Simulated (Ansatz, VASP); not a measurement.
Fe in VASP and in Ansatz

Contents of INCAR:

```
PREC = Accurate
ENCUT = 600
EDIFF = 1E-6
ISMEAR = 0
SIGMA = 0.1
LREAL = F
LASPH = T
NELM = 150
ALGO = Fast
ISIF = 3
LWAVE = F
LCHARG = F
ISPIN = 2
MAGMOM = -0.23
LORBIT = 11
LMAXMIX = 4
GGA = PS
IBRION = 2
NSW = 80
EDIFFG = -0.01
```

File KPOINTS:

```
Automatic mesh
0
Gamma
  20 20 20
```

POSCAR

```
Fe
1.0
    0.0000000000      1.7030685931      1.7030685931
    1.7030685931      0.0000000000      1.7030685931
    1.7030685931      1.7030685931      0.0000000000
Fe
1
Direct
    0.0000000000      0.0000000000      0.0000000000
```

Input for Ansatz:

```yaml
crystal:
  lattice:
    - [0.0, 1.7030685931, 1.7030685931]
    - [1.7030685931, 0.0, 1.7030685931]
    - [1.7030685931, 1.7030685931, 0.0]
  atoms:
    - { symbol: Fe, position: [0.0, 0.0, 0.0], spin: -0.23 }
basis:
  ecutwfc: 420
kpoints:
  mp_grid: { grid: [20, 20, 20] }
hamiltonian:
  xc: pbesol
scf:
  occupations: { method: gaussian, width: 0.1 }
output:
  forces: true
  stress: true
  eigenvalues: true
  populations: true
magnetization:
  spin_polarized: true
relax:
  adjacent_minimum: "off"
  f_tol: 0.01
  max_steps: 60
  cell: { stress_tol: 0.1 }
```

Alike in both runs: task relaxation of cell and atoms; functional PBEsol; k mesh 20 × 20 × 20; occupations gaussian, width 0.1 eV; collinear spin.

|  | VASP | Ansatz |
| --- | --- | --- |
| version | VASP 6.6.1 | Ansatz 0.2.0 |
| potentials or method | VASP PAW PBE potentials, release 64 (Fe), cutoff 600 eV | scalar-relativistic, plane waves, PAW |
| valence electrons in the cell | 8 | 16 |

VASP gave:

- gap on the k mesh at the Fermi level, each at its own relaxed structure (eV): none
- net moment per atom (μB): 0.23
- size of the moment on the site where the two differ most (μB): 0.22
- relaxed volume (Å³/atom): 9.86
- relaxed cell length with the largest relative difference (Å): 2.407

Task: Which values does Ansatz return?

Result: gap on the k mesh at the Fermi level, each at its own relaxed structure (eV): none; net moment per atom (μB): 0.20; size of the moment on the site where the two differ most (μB): 0.20; relaxed volume (Å³/atom): 9.88; relaxed cell length with the largest relative difference (Å): 2.409.

VASP's potentials were made for PBE, not for PBEsol. Site moments also hang on the region over which each program counts them. A gap of «none» marks a metal or a gap that the smearing closes. VASP's potentials hold 8 valence electrons a cell and Ansatz's 16, so a difference there can come from the potentials and not from the codes.
